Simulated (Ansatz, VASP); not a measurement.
## One calculation of MoS2, two programs

```
S Mo
1.0
     3.16000    0.00000    0.00000
    -1.58000    2.73664    0.00000
     0.00000    0.00000   43.73000
S Mo
10 5
Direct
  0.66667 0.33333 0.18780
  0.66667 0.33333 0.25933
  0.33333 0.66667 0.32612
  0.33333 0.66667 0.39758
  0.66667 0.33333 0.46427
  0.66667 0.33333 0.53573
  0.33333 0.66667 0.60242
  0.33333 0.66667 0.67388
  0.66667 0.33333 0.74067
  0.66667 0.33333 0.81220
  0.33333 0.66667 0.22359
  0.66667 0.33333 0.36185
  0.33333 0.66667 0.50000
  0.66667 0.33333 0.63815
  0.33333 0.66667 0.77641
```

Alike in both runs: functional PBE; dispersion D3(BJ); k mesh 12 × 12 × 1; no spin polarisation.

Ansatz relaxed the structure, and its values are those at the end. VASP's run is a single point on that final structure, the one shown.

|  | VASP | Ansatz |
| --- | --- | --- |
| version | VASP 6.6.1 | Ansatz 0.2.0 |
| potentials or method | VASP PAW PBE potentials, release 64 (S, Mo_sv) | scalar-relativistic, plane waves, PAW |
| plane-wave cutoff (eV) | 520 | 420 |
| occupations | gaussian, width 0.01 eV | fixed |
| valence electrons in the cell | 130 | 130 |

Ansatz gave:

* gap on the k mesh at the Fermi level (eV): 0.87
* least direct gap on the mesh (eV): 1.68
* rms of the force components (eV/Å): 0.000

Task: What did VASP give for the same quantities?

Result: gap on the k mesh at the Fermi level (eV): 0.88; least direct gap on the mesh (eV): 1.68; rms of the force components (eV/Å): 0.007.
